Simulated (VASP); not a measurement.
Al8H, 18 atoms in the cell. The cell holds a slab with vacuum, 18 atoms: a = 5.714 Å, b = 8.080 Å, c = 22.243 Å, α = 90.00°, β = 90.00°, γ = 90.00°. 

```yaml
Program: VASP 6.6.1
Task: single point
Functional: PBE
Potentials_or_basis: VASP PAW PBE potentials, release 64 (Al, H)
Cutoff: 520 eV
k_mesh: 5 × 4 × 1
Occupations: gaussian, width 0.1 eV
Spin: no spin polarisation
Dipole_correction: yes
Further_INCAR_settings: LREAL = Auto; ALGO = Normal; EDIFF = 1e-07; NBANDS = 40
```

Potentials or basis: VASP PAW PBE potentials, release 64 (Al, H).

Launch:

```bash
$ cat potpaw_PBE.64/Al/POTCAR potpaw_PBE.64/H/POTCAR > POTCAR
$ mpirun -np 1 vasp_std > vasp.out
```

Hardware: 1 thread of AMD EPYC 9R45 96-Core Processor (Zen 5), on a shared host.

Q: How long does it take, and how much memory?

A: It took 7 min on 1 thread of AMD EPYC 9R45 96-Core Processor (Zen 5), with other jobs on the host, peak memory 0.87 GiB. Counts: scf iterations 29, k points 9.
